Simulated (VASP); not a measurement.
# P (Imma) in VASP: further runs

Runs on P. Level: PBEsol+D3(BJ). Tasks: single point.

Everything below comes from runs of VASP 6.6.1. Logs are shortened: lines on timing, memory, paths and dates and some standing lists are left out, and cuts for length are marked.

**1. The cell of the first run**

The structure is orthorhombic, space group Imma (No. 74). The conventional cell has a = 3.478 Å, b = 5.172 Å, c = 3.517 Å, α = 90.00°, β = 90.00°, γ = 90.00°. P (site symmetry mm2) has 6 P at 2.22 to 2.75 Å within 2.9 Å.

**2. Single point, PBEsol+D3(BJ)**

INCAR reads:

```
  PREC = Accurate
  ENCUT = 520
  EDIFF = 1E-7
  ISMEAR = 0
  SIGMA = 0.15
  LREAL = False
  LASPH = True
  NELM = 100
  ALGO = Normal
  ISIF = 2
  LWAVE = False
  LCHARG = True
  GGA = PS
  IVDW = 12
  LELF = True
  LVHAR = True
  NBANDS = 12
```

KPOINTS reads:

```
regular mesh
0
Gamma
  20 20 20
```

POSCAR reads:

```
P
1.0
   -1.7391830931      2.5860517513      1.7584292137
    1.7391830931     -2.5860517513      1.7584292137
    1.7391830931      2.5860517513     -1.7584292137
P
2
Direct
    0.8033091100      0.0533091100      0.7500000000
    0.1966908900      0.9466908900      0.2500000000
```

Potentials or basis: VASP PAW PBE potentials, release 64 (P).

On the command line:

```bash
> cat potpaw_PBE.64/P/POTCAR > POTCAR
> mpirun -np 1 vasp_std > vasp.out
```

OUTCAR:

```text
PREC = Accurate
   ENCUT = 520
   EDIFF = 1E-7
   ISMEAR = 0
   LREAL = False
   LASPH = True
   NELM = 100
   ISIF = 2
   GGA = PS
   IVDW = 12
 IVDW          = 12

 ion  position               nearest neighbor table
   1  0.803  0.053  0.750-   2 2.22   2 2.22   2 2.61   2 2.61   2 2.75   2 2.75
   2  0.197  0.947  0.250-   1 2.22   1 2.22   1 2.61   1 2.61   1 2.75   1 2.75

  LATTYP: Found a body centered orthorhombic cell.
 ALAT       =     3.4783661862
 B/A-ratio  =     1.0110661843
 C/A-ratio  =     1.4869347348

  Lattice vectors:

 A1 = (  -1.7391830931,   2.5860517513,  -1.7584292137)
 A2 = (   1.7391830931,   2.5860517513,   1.7584292137)
 A3 = (   1.7391830931,  -2.5860517513,  -1.7584292137)

Analysis of symmetry for initial positions (statically):
=====================================================================
 Subroutine PRICEL returns:
 Original cell was already a primitive cell.

 Routine SETGRP: Setting up the symmetry group for a
 body centered orthorhombic supercell.

 Subroutine GETGRP returns: Found  8 space group operations
 (whereof  4 operations were pure point group operations)
 out of a pool of  8 trial point group operations.

The static configuration has the point symmetry C_2h.
 The point group associated with its full space group is D_2h.

Analysis of symmetry for dynamics (positions and initial velocities):
=====================================================================
 Subroutine PRICEL returns:
 Original cell was already a primitive cell.

 Routine SETGRP: Setting up the symmetry group for a
 body centered orthorhombic supercell.

 Subroutine GETGRP returns: Found  8 space group operations
 (whereof  4 operations were pure point group operations)
 out of a pool of  8 trial point group operations.

The dynamic configuration has the point symmetry C_2h.
 The point group associated with its full space group is D_2h.

 Subroutine INISYM returns: Found  8 space group operations
 (whereof  4 operations are pure point group operations),
 and found     1 'primitive' translations

----------------------------------------------------------------------------------------

                                     Primitive cell

  volume of cell :      31.6350

  direct lattice vectors                    reciprocal lattice vectors
    -1.739183093  2.586051751  1.758429214     0.000000000  0.193344932  0.284344685
     1.739183093 -2.586051751  1.758429214     0.287491295  0.000000000  0.284344685
     1.739183093  2.586051751 -1.758429214     0.287491295  0.193344932  0.000000000

  length of vectors
     3.578336875  3.578336875  3.578336875     0.343851948  0.404355221  0.346458522

  position of ions in fractional coordinates (direct lattice)
     0.803309110  0.053309110  0.750000000
     0.196690890  0.946690890  0.250000000

  ion indices of the primitive-cell ions
   primitive index   ion index
                 1           1
                 2           2

----------------------------------------------------------------------------------------

 KPOINTS: regular mesh

Automatic generation of k-mesh.
 Grid dimensions read from file:
 generate k-points for:   20   20   20

 Generating k-lattice:

  Cartesian coordinates                     Fractional coordinates (reciprocal lattice)
     0.000000000  0.009667247  0.014217234     0.050000000 -0.000000000  0.000000000
     0.014374565  0.000000000  0.014217234     0.000000000  0.050000000  0.000000000
     0.014374565  0.009667247  0.000000000     0.000000000 -0.000000000  0.050000000

  Length of vectors
     0.017192597  0.020217761  0.017322926

  Shift w.r.t. Gamma in fractional coordinates (k-lattice)
     0.000000000  0.000000000  0.000000000

 Subroutine IBZKPT returns following result:
 ===========================================

 Found   1166 irreducible k-points:

 Following reciprocal coordinates:
            Coordinates               Weight
  0.000000  0.000000  0.000000      1.000000
  0.050000 -0.000000  0.000000      4.000000
  0.100000  0.000000  0.000000      4.000000
  0.150000  0.000000  0.000000      4.000000
  0.200000  0.000000  0.000000      4.000000
  0.250000 -0.000000  0.000000      4.000000
[... 16 lines left out ...]
 -0.450000  0.050000 -0.000000      8.000000
 -0.400000  0.050000 -0.000000      8.000000
 [... further k-points ...]
   k-points           NKPTS =   1166   k-points in BZ     NKDIM =   1166   number of bands    NBANDS=     12
   number of dos      NEDOS =    301   number of ions     NIONS =      2
   total plane-waves  NPLWV =  21952
   dimension x,y,z NGX =    28 NGY =   28 NGZ =   28
   dimension x,y,z NGXF=    56 NGYF=   56 NGZF=   56
   ions per type =               2
   NGX,Y,Z   is equivalent  to a cutoff of  13.01, 13.01, 13.01 a.u.
   NGXF,Y,Z  is equivalent  to a cutoff of  26.02, 26.02, 26.02 a.u.
 SYSTEM =  unknown system
   PREC   = accura    normal or accurate (medium, high low for compatibility)
   ISTART =      0    job   : 0-new  1-cont  2-samecut
   ICHARG =      2    charge: 1-file 2-atom 10-const
   ISPIN  =      1    spin polarized calculation?
   LNONCOLLINEAR =      F non collinear calculations
   LSORBIT =      F    spin-orbit coupling
   LASPH  =      T    aspherical Exc in radial PAW
   ENCUT  =  520.0 eV  38.22 Ry    6.18 a.u.   6.65  6.65  6.65*2*pi/ulx,y,z
   NELM   =    100;   NELMIN=  2; NELMDL= -5     # of ELM steps
   EDIFF  = 0.1E-06   stopping-criterion for ELM
   LREAL  =      F    real-space projection
   EDIFFG = 0.1E-05   stopping-criterion for IOM
   NSW    =      0    number of steps for IOM
   IBRION =     -1    ionic relax: 0-MD 1-quasi-New 2-CG
   NFREE  =      0    steps in history (QN), initial steepest desc. (CG)
   ISIF   =      2    stress and relaxation
   ISYM   =      2    0-nonsym 1-usesym 2-fastsym
   POTIM  = 0.5000    time-step for ionic-motion
   TEBEG  =    0.0;   TEEND  =   0.0 temperature during run
   PSTRESS=    0.0 pullay stress
   NELECT =      10.0000    total number of electrons
   NUPDOWN=      -1.0000    fix difference up-down
   EMIN   =  10.00;   EMAX   =-10.00  energy-range for DOS
   EFERMI =   0.00;   METHOD = LEGACY
   ISMEAR =     0;   SIGMA  =   0.15  broadening in eV -4-tet -1-fermi 0-gaus
   EFERMI_NEDOS =   21; number of points for ismear=-14 and -15
   IALGO  =     38    algorithm
   IMIX   =      4    mixing-type and parameters
     AMIX     =   0.40;   BMIX     =  1.00
     AMIX_MAG =   1.60;   BMIX_MAG =  1.00
  volume/ion in A,a.u.               =      15.82       106.74
  Fermi-wavevector in a.u.,A,eV,Ry     =   1.115199  2.107421 16.921141  1.243669
  Thomas-Fermi vector in A             =   2.251801
   LORBIT       =      0    0 simple, 1 ext, 2 COOP (PROOUT), +10 PAW based schemes
   GGA     = PS    functional components
   LHFCALC =     F    Hartree Fock is set to
   AEXX    =    0.0000 exact exchange contribution
   IVDW    =    12    specifies the selected vdW correction
   LEPSILON=     F    determine dielectric tensor
   LRPA    =     F    only Hartree local field effects (RPA)
 non-spin polarized calculation
 Gauss-broadening in eV      SIGMA  =   0.15
  energy-cutoff  :      520.00
  volume of cell :       31.63
 maximum number of plane-waves:       893
   NGX = 13   NGY = 13   NGZ = 13

 number of electron      10.0000001 magnetization

 Free energy of the ion-electron system (eV)
  ---------------------------------------------------
  ext. energy  EPLUGINS =         0.00000000
  ---------------------------------------------------
  free energy    TOTEN  =       -11.47630055 eV

  energy without entropy =      -11.47360059  energy(sigma->0) =      -11.47495057

 E-fermi :   8.6856     XC(G=0): -10.9740

 val. band max:        8.6832670458   @ k =   0.4000   0.4500   0.0500
 cond. band min:       8.6934434802   @ k =  -0.1000  -0.1000   0.0500
 fundamental gap:      0.0101764344
 Fermi energy:         8.6856479687

 k-point     1 :       0.0000    0.0000    0.0000
  band No.  band energies     occupation
      1      -7.4855      2.00000
      2       5.3038      2.00000
      3       6.0926      2.00000
      4       6.2207      2.00000
      5       7.2889      2.00000
      6      10.3429      0.00000
      7      10.9098      0.00000
      8      13.4864      0.00000
      9      13.7906      0.00000
     10      15.1784      0.00000
     11      15.3195      0.00000
     12      15.9023      0.00000

 k-point     2 :       0.0500   -0.0000    0.0000
  band No.  band energies     occupation
      1      -7.4480      2.00000
      2       5.2990      2.00000
      3       5.3091      2.00000
      4       6.7248      2.00000
      5       7.4107      2.00000
      6      10.3528      0.00000
      7      10.9096      0.00000
      8      13.4541      0.00000
      9      13.5923      0.00000
     10      14.6768      0.00000
     11      15.6132      0.00000
     12      16.1859      0.00000

 k-point     3 :       0.1000    0.0000    0.0000
  band No.  band energies     occupation
      1      -7.3360      2.00000
      2       4.3530      2.00000
      3       5.2863      2.00000
      4       6.8580      2.00000
      5       7.7616      2.00000
      6      10.3429      0.00000
      7      10.9256      0.00000
      8      12.8274      0.00000
      9      13.8025      0.00000
     10      14.3323      0.00000
     11      15.4745      0.00000
     12      17.0108      0.00000

 k-point     4 :       0.1500    0.0000    0.0000
  band No.  band energies     occupation
      1      -7.1506      2.00000
      2       3.3500      2.00000
      3       5.2697      2.00000
      4       6.8222      2.00000
      5       8.0438      2.00000
      6      10.1980      0.00000
      7      11.0109      0.00000
      8      12.1210      0.00000
      9      14.1746      0.00000
     10      14.2917      0.00000
     11      15.3609      0.00000
     12      17.9786      0.00000

 k-point     5 :       0.2000    0.0000    0.0000
  band No.  band energies     occupation
      1      -6.8940      2.00000
      2       2.3392      2.00000
      3       5.2548      2.00000
      4       6.7577      2.00000
      5       8.1634      2.00000
      6       9.8990      0.00000
      7      11.1134      0.00000
      8      11.4451      0.00000
      9      14.5448      0.00000
     10      14.6832      0.00000
     11      15.4516      0.00000
     12      19.0487      0.00000
[... 228 lines left out ...]
      1      -4.7586      2.00000
      2      -1.9973      2.00000
      3       5.0015      2.00000
      4       6.5442      2.00000
      5       7.5313      2.00000
      6       9.0548      0.00050
      7       9.2127      0.00000
      8      10.9494      0.00000
      9      17.6495      0.00000
     10      19.4032      0.00000
     11      19.6259      0.00000
     12      20.9868      0.00000

 k-point    22 :       0.5000    0.0500    0.0000
  band No.  band energies     occupation
      1      -4.8229      2.00000
      2      -1.9061      2.00000
      3       4.9553      2.00000
      4       6.7358      2.00000
      5       7.3646      2.00000
      6       9.0563      0.00048
      7       9.2376      0.00000
      8      10.9971      0.00000
      9      17.7224      0.00000
     10      18.8297      0.00000
     11      19.7407      0.00000
     12      20.7340      0.00000

 k-point    23 :      -0.4500    0.0500   -0.0000
  band No.  band energies     occupation
      1      -5.1543      2.00000
      2      -1.4173      2.00000
      3       4.9075      2.00000
      4       6.9679      2.00000
      5       7.2474      2.00000
      6       9.1172      0.00005
      7       9.3474      0.00000
      8      11.1256      0.00000
      9      17.1038      0.00000
     10      17.9780      0.00000
     11      19.0640      0.00000
     12      21.3534      0.00000

 k-point    24 :      -0.4000    0.0500   -0.0000
  band No.  band energies     occupation
      1      -5.5867      2.00000
      2      -0.6990      2.00000
      3       4.8688      2.00000
      4       7.0835      2.00000
      5       7.3210      2.00000
      6       9.1938      0.00000
      7       9.5882      0.00000
      8      11.3065      0.00000
      9      16.2887      0.00000
     10      17.1032      0.00000
     11      18.1659      0.00000
     12      22.2613      0.00000

 [... further k-points ...]

------------------------ aborting loop because EDIFF is reached ----------------------------------------

 Edisp (eV)   -0.71450

 E8    (eV) :    -0.4237

  FORCE on cell =-STRESS in cart. coord.  units (eV):
  Direction    XX          YY          ZZ          XY          YZ          ZX
  --------------------------------------------------------------------------------------
  -------------------------------------------------------------------------------------
  Total      -1.06765    -2.68181     0.73546     0.00000     0.00000     0.00000
  in kB     -54.07182  -135.82254    37.24786     0.00000     0.00000     0.00000
  external pressure =      -50.88 kB  Pullay stress =        0.00 kB

 VOLUME and BASIS-vectors are now :
 -----------------------------------------------------------------------------
  energy-cutoff  :      520.00
  volume of cell :       31.63
      direct lattice vectors                 reciprocal lattice vectors
    -1.739183093  2.586051751  1.758429214     0.000000000  0.193344932  0.284344685
     1.739183093 -2.586051751  1.758429214     0.287491295  0.000000000  0.284344685
     1.739183093  2.586051751 -1.758429214     0.287491295  0.193344932  0.000000000

 POSITION                                       TOTAL-FORCE (eV/Angst)
 -----------------------------------------------------------------------------------
     -0.00000      3.87908      0.18748        -0.000000     -0.000000     -0.774537
      1.73918     -1.29303      1.57095         0.000000      0.000000      0.774537
 -----------------------------------------------------------------------------------
    total drift:                                0.000000     -0.000000     -0.000000

  FREE ENERGIE OF THE ION-ELECTRON SYSTEM (eV)
  ---------------------------------------------------
  free  energy   TOTEN  =       -12.1907988718 eV

  energy  without entropy=      -12.1880989108  energy(sigma->0) =      -12.18944889
```

Wall time 2.6 min (1 thread of Intel Xeon 6975P-C (Granite Rapids), shared host); peak memory 0.44 GiB.

What came out:

```
Free energy                : -12.1908 eV
Pressure                   : -5.1 GPa
Largest force              : 0.775 eV/Å
Band gap on the k mesh     : zero (bands 5 and 6 overlap by 1.26 eV)
Dispersion energy per atom : -0.357 eV
```

Forces on the atoms (eV/Å):
```
P    0.000  0.000 -0.775
P    0.000  0.000  0.775
```

Caveat: the stress differs along the axes, from -14 to 4 GPa; the PAW data sets were made with another functional, which shifts forces and pressure a little.

**3. Single point, PBEsol+D3(BJ)**

INCAR reads:

```
SYSTEM = P
  PREC = Accurate
  ENCUT = 520
  EDIFF = 1E-7
  ISMEAR = 0
  SIGMA = 0.15
  LREAL = .False.
  LASPH = .True.
  NELM = 80
  ALGO = Normal
  ISIF = 2
  LWAVE = .False.
  LCHARG = .False.
  GGA = PS
  IVDW = 12
  NBANDS = 12
```

KPOINTS reads:

```
Automatic mesh
0
Gamma
  20 20 20
  0 0 0
```

POSCAR reads:

```
P
1.0
   -1.6386153504      2.4365140814      1.9808950291
    1.6386153504     -2.4365140814      1.9808950291
    1.6386153504      2.4365140814     -1.9808950291
P
2
Direct
    0.8033091100      0.0533091100      0.7500000000
    0.1966908900      0.9466908900      0.2500000000
```

Potentials or basis: VASP PAW PBE potentials, release 64 (P).

On the command line:

```bash
> cat potpaw_PBE.64/P/POTCAR > POTCAR
> mpirun -np 1 vasp_std > vasp.out
```

Wall time 2.5 min (1 thread of Intel Xeon 6975P-C (Granite Rapids), shared host); peak memory 0.44 GiB.

It converged, with:

| Quantity | Value |
| --- | --- |
| Free energy | -12.1936 eV |
| Pressure | -3.6 GPa |
| Largest force | 0.087 eV/Å |
| Band gap on the k mesh | zero (bands 5 and 6 overlap by 1.15 eV) |
| Dispersion energy per atom | -0.357 eV |

Forces on the atoms (eV/Å):
```
P    0.000  0.000  0.087
P    0.000  0.000 -0.087
```

Stress tensor (GPa, compression positive):
```
 -2.07   0.00   0.00
  0.00   1.56   0.00
  0.00   0.00 -10.42
```

Levels at points of the mesh, in eV from the Fermi level:
```
           k point  band 3  band 4  band 5  band 6  band 7  band 8
(0.00, 0.00, 0.00)   -3.29   -2.83   -1.75    1.28    3.07    3.59
(0.50, 0.00, 0.00)   -2.52   -1.66   -1.25    0.99    1.34    2.10
(0.00, 0.50, 0.00)   -6.04   -5.30   -4.97    0.47    5.41    7.52
(0.50, 0.50, 0.00)   -3.80   -3.80   -0.49   -0.49    0.59    0.59
(0.50, 0.50, 0.50)   -8.41   -5.72   -4.29    0.59    6.45    8.78
```

Caveat: the stress differs along the axes, from -10 to 2 GPa; the PAW data sets were made with another functional, which shifts forces and pressure a little.
